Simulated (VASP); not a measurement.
# Li2Se in VASP: notebook

Runs on Li2Se. Level: PBEsol. Tasks: single point.

All numbers are computed with VASP 6.6.1; they aren't measurements. Logs are shortened: lines on timing, memory, paths and dates and some standing lists are left out, and cuts for length are marked.

## Step 1: The cell of the first run

Symmetry: Fm-3m, No. 225, cubic system. The conventional cell has a = 5.915 Å, b = 5.915 Å, c = 5.915 Å, α = 90.00°, β = 90.00°, γ = 90.00°. Within 3.4 Å of Li (site symmetry -43m) lie 4 Se at 2.56 Å and 6 Li at 2.96 Å. Within 3.4 Å of Se (site symmetry m-3m) lie 8 Li at 2.56 Å.

## Step 2: Single point, PBEsol

The input, INCAR:

```
SYSTEM = Li2Se
PREC = Accurate ; ENCUT = 750
EDIFF = 1E-6 ; ISMEAR = 0
SIGMA = 0.01 ; LREAL = .False.
LASPH = .True. ; NELM = 120
ALGO = Normal ; ISIF = 2
LWAVE = .False. ; LCHARG = .True.
GGA = PS ; LELF = .True.
LVHAR = .True. ; NBANDS = 13
GGA_COMPAT = .False.
```

The input, KPOINTS:

```
Automatic mesh
0
Gamma
  6 6 6
  0 0 0
```

The input, POSCAR:

```
Li2Se
1.0
    0.0000000000      2.9575143068      2.9575143068
    2.9575143068      0.0000000000      2.9575143068
    2.9575143068      2.9575143068      0.0000000000
Li Se
2 1
Direct
    0.2500000000      0.2500000000      0.2500000000
    0.7500000000      0.7500000000      0.7500000000
    0.0000000000      0.0000000000      0.0000000000
```

Potentials or basis: VASP PAW PBE potentials, release 64 (Li_sv, Se).

Started as:

```bash
$ cat potpaw_PBE.64/Li_sv/POTCAR potpaw_PBE.64/Se/POTCAR > POTCAR
$ mpirun -np 1 vasp_std > vasp.out
```

OUTCAR:

```text
SYSTEM = Li2Se
   PREC = Accurate
   ENCUT = 750
   EDIFF = 1E-6
   ISMEAR = 0
   LREAL = .False.
   LASPH = .True.
   NELM = 120
   ISIF = 2
   GGA = PS

 ion  position               nearest neighbor table
   1  0.250  0.250  0.250-   3 2.56   3 2.56   3 2.56   3 2.56
   2  0.750  0.750  0.750-   3 2.56   3 2.56   3 2.56   3 2.56
   3  0.000  0.000  0.000-   2 2.56   2 2.56   2 2.56   1 2.56   2 2.56   1 2.56   1 2.56   1 2.56

  LATTYP: Found a face centered cubic cell.
 ALAT       =     5.9150286136

  Lattice vectors:

 A1 = (   0.0000000000,   2.9575143068,   2.9575143068)
 A2 = (   2.9575143068,   0.0000000000,   2.9575143068)
 A3 = (   2.9575143068,   2.9575143068,   0.0000000000)

Analysis of symmetry for initial positions (statically):
=====================================================================
 Subroutine PRICEL returns:
 Original cell was already a primitive cell.

 Routine SETGRP: Setting up the symmetry group for a
 face centered cubic supercell.

 Subroutine GETGRP returns: Found 48 space group operations
 (whereof 48 operations were pure point group operations)
 out of a pool of 48 trial point group operations.

The static configuration has the point symmetry O_h .

Analysis of symmetry for dynamics (positions and initial velocities):
=====================================================================
 Subroutine PRICEL returns:
 Original cell was already a primitive cell.

 Routine SETGRP: Setting up the symmetry group for a
 face centered cubic supercell.

 Subroutine GETGRP returns: Found 48 space group operations
 (whereof 48 operations were pure point group operations)
 out of a pool of 48 trial point group operations.

The dynamic configuration has the point symmetry O_h .

 Subroutine INISYM returns: Found 48 space group operations
 (whereof 48 operations are pure point group operations),
 and found     1 'primitive' translations

----------------------------------------------------------------------------------------

                                     Primitive cell

  volume of cell :      51.7381

  direct lattice vectors                    reciprocal lattice vectors
     0.000000000  2.957514307  2.957514307    -0.169060890  0.169060890  0.169060890
     2.957514307  0.000000000  2.957514307     0.169060890 -0.169060890  0.169060890
     2.957514307  2.957514307  0.000000000     0.169060890  0.169060890 -0.169060890

  length of vectors
     4.182556844  4.182556844  4.182556844     0.292822051  0.292822051  0.292822051

  position of ions in fractional coordinates (direct lattice)
     0.250000000  0.250000000  0.250000000
     0.750000000  0.750000000  0.750000000
[... 84 lines left out ...]
   EFERMI =   0.00;   METHOD = LEGACY
   ISMEAR =     0;   SIGMA  =   0.01  broadening in eV -4-tet -1-fermi 0-gaus
   EFERMI_NEDOS =   21; number of points for ismear=-14 and -15
   IALGO  =     38    algorithm
   IMIX   =      4    mixing-type and parameters
     AMIX     =   0.40;   BMIX     =  1.00
     AMIX_MAG =   1.60;   BMIX_MAG =  1.00
  volume/ion in A,a.u.               =      17.25       116.38
  Fermi-wavevector in a.u.,A,eV,Ry     =   1.005847  1.900774 13.765385  1.011727
  Thomas-Fermi vector in A             =   2.138552
   LORBIT       =      0    0 simple, 1 ext, 2 COOP (PROOUT), +10 PAW based schemes
   GGA     = PS    functional components
   LHFCALC =     F    Hartree Fock is set to
   AEXX    =    0.0000 exact exchange contribution
   IVDW    =     0    specifies the selected vdW correction
   LEPSILON=     F    determine dielectric tensor
   LRPA    =     F    only Hartree local field effects (RPA)
 non-spin polarized calculation
 Gauss-broadening in eV      SIGMA  =   0.01
  energy-cutoff  :      750.00
  volume of cell :       51.74
 maximum number of plane-waves:      2450
 NGX is ok and might be reduce to    40
   NGX = 19   NGY = 19   NGZ = 19

 number of electron      11.9999998 magnetization

 Free energy of the ion-electron system (eV)
  ---------------------------------------------------
  ext. energy  EPLUGINS =         0.00000000
  ---------------------------------------------------
  free energy    TOTEN  =       -11.55761488 eV

  energy without entropy =      -11.55761488  energy(sigma->0) =      -11.55761488

 E-fermi :   1.2803     XC(G=0):  -8.5482

 val. band max:        1.1808617958   @ k =   0.0000   0.0000   0.0000
 cond. band min:       3.9750324265   @ k =   0.5000   0.5000   0.0000
 fundamental gap:      2.7941706307
 Fermi energy:         1.2803053214

 k-point     1 :       0.0000    0.0000    0.0000
  band No.  band energies     occupation
      1     -42.7691      2.00000
      2     -42.7384      2.00000
      3     -10.3521      2.00000
      4       1.1809      2.00000
      5       1.1809      2.00000
      6       1.1809      2.00000
      7       4.6096      0.00000
      8       6.7654      0.00000
      9       6.7654      0.00000
     10       6.7654      0.00000
     11      11.8581      0.00000
     12      11.8581      0.00000
     13      12.1631      0.00000
[... 226 lines left out ...]
  band No.  band energies     occupation
      1     -42.7555      2.00000
      2     -42.7504      2.00000
      3      -9.8235      2.00000
      4      -1.0400      2.00000
      5      -0.6470      2.00000
      6      -0.6169      2.00000
      7       5.3294      0.00000
      8       8.3223      0.00000
      9       8.8064      0.00000
     10      10.6118      0.00000
     11      12.0721      0.00000
     12      12.9871      0.00000
     13      13.3342      0.00000

------------------------ aborting loop because EDIFF is reached ----------------------------------------

  FORCE on cell =-STRESS in cart. coord.  units (eV):
  Direction    XX          YY          ZZ          XY          YZ          ZX
  --------------------------------------------------------------------------------------
  -------------------------------------------------------------------------------------
  Total        0.1834700      0.1834700      0.1834700     -0.0000000     -0.0000000      0.0000000
  in kB        5.6815279      5.6815279      5.6815279     -0.0000000     -0.0000000      0.0000000
  external PRESSURE =       5.6815279 kB  Pullay stress =       0.0000000 kB

 VOLUME and BASIS-vectors are now :
 -----------------------------------------------------------------------------
  energy-cutoff  :      750.00
  volume of cell :       51.74
      direct lattice vectors                 reciprocal lattice vectors
     0.000000000  2.957514307  2.957514307    -0.169060890  0.169060890  0.169060890
     2.957514307  0.000000000  2.957514307     0.169060890 -0.169060890  0.169060890
     2.957514307  2.957514307  0.000000000     0.169060890  0.169060890 -0.169060890

 POSITION                                       TOTAL-FORCE (eV/Angst)
 -----------------------------------------------------------------------------------
      1.47876      1.47876      1.47876        -0.000000      0.000000     -0.000000
      4.43627      4.43627      4.43627         0.000000      0.000000      0.000000
      0.00000      0.00000      0.00000         0.000000     -0.000000      0.000000
 -----------------------------------------------------------------------------------
    total drift:                                0.000000     -0.000000      0.000000

  FREE ENERGIE OF THE ION-ELECTRON SYSTEM (eV)
  ---------------------------------------------------
  free  energy   TOTEN  =       -11.5576148769 eV

  energy  without entropy=      -11.5576148769  energy(sigma->0) =      -11.55761488
```

stdout:

```text
POSCAR found type information on POSCAR LiSe
 POSCAR found :  2 types and       3 ions
 scaLAPACK will be used
 -----------------------------------------------------------------------------
|                                                                             |
|                                                                             |
|     You enforced a specific xc type in the INCAR file but a different       |
|     I HOPE YOU KNOW WHAT YOU ARE DOING!                                     |
|                                                                             |
 -----------------------------------------------------------------------------

 LDA part: xc-table for (Slater+PW92), standard interpolation
 POSCAR, INCAR and KPOINTS ok, starting setup
 FFT: planning ... GRIDC
 FFT: planning ... GRID_SOFT
 FFT: planning ... GRID
 WAVECAR not read
 entering main loop
```

Wall time 53 s (1 thread of Intel Xeon 8259CL, shared host); peak memory 0.24 GiB.

Results:

- Free energy: -11.5576 eV
- Pressure: 0.6 GPa
- Band gap on the k mesh: 2.79 eV (least direct gap 3.43 eV)

Levels at points of the mesh, in eV from the valence-band top:
| k point | band 3 | band 4 | band 5 | band 6 | band 7 | band 8 | band 9 | band 10 |
| --- | --- | --- | --- | --- | --- | --- | --- | --- |
| (0.00, 0.00, 0.00) | -11.53 | 0.00 | 0.00 | 0.00 | 3.43 | 5.58 | 5.58 | 5.58 |
| (0.50, 0.00, 0.00) | -11.13 | -3.10 | -0.57 | -0.57 | 5.21 | 5.91 | 5.91 | 7.97 |
| (0.50, 0.50, 0.00) | -11.01 | -2.41 | -1.55 | -1.55 | 2.79 | 6.24 | 10.52 | 10.52 |

Caveat: the PAW data sets were made with another functional, which shifts forces and pressure a little.

## Step 3: Single point, PBEsol

This run uses another cell than the first one, of 17.77 Å³/atom.

The input, INCAR:

```
SYSTEM = Li2Se
ALGO = Normal
EDIFF = 1E-6
ENCUT = 750
GGA = PS
GGA_COMPAT = .FALSE.
ISIF = 2
ISMEAR = 0
LASPH = .TRUE.
LCHARG = .FALSE.
LREAL = .FALSE.
LWAVE = .FALSE.
NBANDS = 13
NELM = 120
PREC = Accurate
SIGMA = 0.01
```

The input, KPOINTS:

```
k-points
0
G
  6 6 6
  0 0 0
```

The input, POSCAR:

```
Li2Se
1.0
    0.0000000000      2.9872380687      2.9872380687
    2.9872380687      0.0000000000      2.9872380687
    2.9872380687      2.9872380687      0.0000000000
Li Se
2 1
Direct
    0.2500000000      0.2500000000      0.2500000000
    0.7500000000      0.7500000000      0.7500000000
    0.0000000000      0.0000000000      0.0000000000
```

Potentials or basis: VASP PAW PBE potentials, release 64 (Li_sv, Se).

Started as:

```bash
$ cat potpaw_PBE.64/Li_sv/POTCAR potpaw_PBE.64/Se/POTCAR > POTCAR
$ mpirun -np 1 vasp_std > vasp.out
```

Run time: 46 s. Hardware: 1 thread of Intel Xeon 8259CL, shared host; peak memory 0.24 GiB.

The run converged. Its results:

```
Free energy            : -11.5586 eV
Pressure               : -0.5 GPa
Band gap on the k mesh : 2.82 eV (least direct gap 3.30 eV)
```

Levels at points of the mesh, in eV from the valence-band top:
```csv
k point,band 4,band 5,band 6,band 7,band 8,band 9
"(0.00, 0.00, 0.00)",0.00,0.00,0.00,3.30,5.57,5.57
"(0.50, 0.00, 0.00)",-2.99,-0.54,-0.54,5.08,5.89,5.89
"(0.50, 0.50, 0.00)",-2.33,-1.48,-1.48,2.82,6.16,10.32
```

Caveat: the PAW data sets were made with another functional, which shifts forces and pressure a little.

## Step 4: Single point, PBEsol (z stretched by -0.5 %, x and y held)

The input, INCAR:

```
SYSTEM = Li2Se
PREC = Accurate ; ENCUT = 750
EDIFF = 1E-6 ; ISMEAR = 0
SIGMA = 0.01 ; LREAL = .False.
LASPH = .True. ; NELM = 120
ALGO = Normal ; ISIF = 2
LWAVE = .False. ; LCHARG = .True.
GGA = PS ; LELF = .True.
LVHAR = .True. ; NBANDS = 13
GGA_COMPAT = .False.
```

The input, KPOINTS:

```
regular mesh
0
Gamma
  6 6 6
  0 0 0
```

The input, POSCAR:

```
Li2Se
1.0
    0.0000000000      2.9723761877      2.9575143068
    2.9723761877      0.0000000000      2.9575143068
    2.9723761877      2.9723761877      0.0000000000
Li Se
2 1
Direct
    0.2500000000      0.2500000000      0.2500000000
    0.7500000000      0.7500000000      0.7500000000
    0.0000000000      0.0000000000      0.0000000000
```

Potentials or basis: VASP PAW PBE potentials, release 64 (Li_sv, Se).

Started as:

```bash
$ cat potpaw_PBE.64/Li_sv/POTCAR potpaw_PBE.64/Se/POTCAR > POTCAR
$ mpirun -np 1 vasp_std > vasp.out
```

OUTCAR:

```text
SYSTEM = Li2Se
   PREC = Accurate
   ENCUT = 750
   EDIFF = 1E-6
   ISMEAR = 0
   LREAL = .False.
   LASPH = .True.
   NELM = 120
   ISIF = 2
   GGA = PS

 ion  position               nearest neighbor table
   1  0.250  0.250  0.250-   3 2.57   3 2.57   3 2.57   3 2.57
   2  0.750  0.750  0.750-   3 2.57   3 2.57   3 2.57   3 2.57
   3  0.000  0.000  0.000-   2 2.57   2 2.57   2 2.57   1 2.57   2 2.57   1 2.57   1 2.57   1 2.57

  LATTYP: Found a body centered tetragonal cell.
 ALAT       =     4.2035747171
 C/A-ratio  =     1.4071424946

  Lattice vectors:

 A1 = (   0.0000000000,  -2.9723761877,  -2.9575143068)
 A2 = (   0.0000000000,   2.9723761877,  -2.9575143068)
 A3 = (   2.9723761877,   0.0000000000,   2.9575143068)

Analysis of symmetry for initial positions (statically):
=====================================================================
 Subroutine PRICEL returns:
 Original cell was already a primitive cell.

 Routine SETGRP: Setting up the symmetry group for a
 body centered tetragonal supercell.

 Subroutine GETGRP returns: Found 16 space group operations
 (whereof 16 operations were pure point group operations)
 out of a pool of 16 trial point group operations.

The static configuration has the point symmetry D_4h.

Analysis of symmetry for dynamics (positions and initial velocities):
=====================================================================
 Subroutine PRICEL returns:
 Original cell was already a primitive cell.

 Routine SETGRP: Setting up the symmetry group for a
 body centered tetragonal supercell.

 Subroutine GETGRP returns: Found 16 space group operations
 (whereof 16 operations were pure point group operations)
 out of a pool of 16 trial point group operations.

The dynamic configuration has the point symmetry D_4h.

 Subroutine INISYM returns: Found 16 space group operations
 (whereof 16 operations are pure point group operations),
 and found     1 'primitive' translations

----------------------------------------------------------------------------------------

[... 122 lines left out ...]
   IVDW    =     0    specifies the selected vdW correction
   LEPSILON=     F    determine dielectric tensor
   LRPA    =     F    only Hartree local field effects (RPA)
 non-spin polarized calculation
 Gauss-broadening in eV      SIGMA  =   0.01
  energy-cutoff  :      750.00
  volume of cell :       52.26
 maximum number of plane-waves:      2455
 NGX is ok and might be reduce to    40
   NGX = 19   NGY = 19   NGZ = 19

 number of electron      11.9999999 magnetization

 Free energy of the ion-electron system (eV)
  ---------------------------------------------------
  ext. energy  EPLUGINS =         0.00000000
  ---------------------------------------------------
  free energy    TOTEN  =       -11.55898766 eV

  energy without entropy =      -11.55898766  energy(sigma->0) =      -11.55898766

 E-fermi :   1.2199     XC(G=0):  -8.5107

 val. band max:        1.1326655565   @ k =   0.0000   0.0000   0.0000
 cond. band min:       3.9124337206   @ k =   0.5000   0.5000   0.0000
 fundamental gap:      2.7797681641
 Fermi energy:         1.2198935753

 k-point     1 :       0.0000    0.0000    0.0000
  band No.  band energies     occupation
      1     -42.8429      2.00000
      2     -42.8134      2.00000
      3     -10.3833      2.00000
      4       1.1159      2.00000
      5       1.1159      2.00000
      6       1.1327      2.00000
      7       4.5072      0.00000
      8       6.6906      0.00000
      9       6.7086      0.00000
     10       6.7086      0.00000
     11      11.7251      0.00000
     12      11.8102      0.00000
     13      12.0288      0.00000
[... 354 lines left out ...]
  band No.  band energies     occupation
      1     -42.8319      2.00000
      2     -42.8230      2.00000
      3      -9.9042      2.00000
      4      -1.2239      2.00000
      5      -0.5608      2.00000
      6      -0.1954      2.00000
      7       4.7429      0.00000
      8       7.7973      0.00000
      9       9.6760      0.00000
     10       9.9727      0.00000
     11      12.0518      0.00000
     12      12.8811      0.00000
     13      13.5913      0.00000

 [... further k-points ...]
[... 5 lines left out ...]
  --------------------------------------------------------------------------------------
  -------------------------------------------------------------------------------------
  Total        0.0375551      0.0375551      0.1190706      0.0000000     -0.0000000     -0.0000000
  in kB        1.1513699      1.1513699      3.6504876      0.0000000     -0.0000000     -0.0000000
  external PRESSURE =       1.9844091 kB  Pullay stress =       0.0000000 kB

 VOLUME and BASIS-vectors are now :
 -----------------------------------------------------------------------------
  energy-cutoff  :      750.00
  volume of cell :       52.26
      direct lattice vectors                 reciprocal lattice vectors
     0.000000000  2.972376188  2.957514307    -0.168215585  0.168215585  0.169060890
     2.972376188  0.000000000  2.957514307     0.168215585 -0.168215585  0.169060890
     2.972376188  2.972376188  0.000000000     0.168215585  0.168215585 -0.169060890

 POSITION                                       TOTAL-FORCE (eV/Angst)
 -----------------------------------------------------------------------------------
      1.48619      1.48619      1.47876        -0.000000     -0.000000     -0.000000
      4.45856      4.45856      4.43627         0.000000      0.000000      0.000000
      0.00000      0.00000      0.00000         0.000000     -0.000000     -0.000000
 -----------------------------------------------------------------------------------
    total drift:                                0.000000     -0.000000      0.000000

  FREE ENERGIE OF THE ION-ELECTRON SYSTEM (eV)
  ---------------------------------------------------
  free  energy   TOTEN  =       -11.5589876552 eV

  energy  without entropy=      -11.5589876552  energy(sigma->0) =      -11.55898766
```

OSZICAR:

```text
N       E                     dE             d eps       ncg     rms          rms(c)
DAV:   1     0.533451453916E+02    0.53345E+02   -0.64483E+03   780   0.115E+03
DAV:   2    -0.391360061187E+01   -0.57259E+02   -0.54242E+02   930   0.224E+02
DAV:   3    -0.116327904409E+02   -0.77192E+01   -0.76692E+01  1510   0.491E+01
DAV:   4    -0.117615596507E+02   -0.12877E+00   -0.12873E+00  1025   0.975E+00
DAV:   5    -0.117644085610E+02   -0.28489E-02   -0.28488E-02  1253   0.112E+00    0.278E+00
DAV:   6    -0.115815987327E+02    0.18281E+00   -0.22217E-01   968   0.186E+00    0.168E+00
DAV:   7    -0.115559668258E+02    0.25632E-01   -0.10521E-01  1135   0.142E+00    0.695E-01
DAV:   8    -0.115589990579E+02   -0.30322E-02   -0.14031E-02  1018   0.686E-01    0.248E-01
DAV:   9    -0.115588553282E+02    0.14373E-03   -0.46247E-04  1103   0.128E-01    0.144E-01
DAV:  10    -0.115589854093E+02   -0.13008E-03   -0.25838E-04   925   0.893E-02    0.490E-02
DAV:  11    -0.115589859922E+02   -0.58293E-06   -0.18347E-05  1183   0.294E-02    0.181E-02
DAV:  12    -0.115589881742E+02   -0.21819E-05   -0.44462E-06   985   0.117E-02    0.954E-03
DAV:  13    -0.115589876552E+02    0.51899E-06   -0.63197E-07   681   0.563E-03
   1 F= -.11558988E+02 E0= -.11558988E+02  d E =-.235879E-37
```

It took 77 s on 1 thread of Intel Xeon 8259CL, shared host; peak memory 0.25 GiB.

What came out:

```
Free energy            : -11.5590 eV
Pressure               : 0.2 GPa
Band gap on the k mesh : 2.78 eV (least direct gap 3.37 eV)
```

Levels at points of the mesh, in eV from the valence-band top:
| k point | band 2 | band 3 | band 4 | band 5 | band 6 | band 7 | band 8 | band 9 | band 10 | band 11 |
| --- | --- | --- | --- | --- | --- | --- | --- | --- | --- | --- |
| (0.00, 0.00, 0.00) | -43.95 | -11.52 | -0.02 | -0.02 | 0.00 | 3.37 | 5.56 | 5.58 | 5.58 | 10.59 |
| (0.50, 0.00, 0.00) | -43.96 | -11.12 | -3.07 | -0.58 | -0.55 | 5.15 | 5.87 | 5.91 | 7.92 | 11.58 |
| (0.50, 0.50, 0.00) | -43.96 | -11.00 | -2.38 | -1.55 | -1.55 | 2.78 | 6.18 | 10.44 | 10.44 | 11.71 |
| (0.50, 0.00, 0.50) | -43.95 | -11.01 | -2.40 | -1.53 | -1.53 | 2.80 | 6.21 | 10.39 | 10.49 | 11.64 |

Caveat: the cell differs from its parent crystal (z stretched by -0.5 %, x and y held); the PAW data sets were made with another functional, which shifts forces and pressure a little.

(Continued in part 2 of 2.)
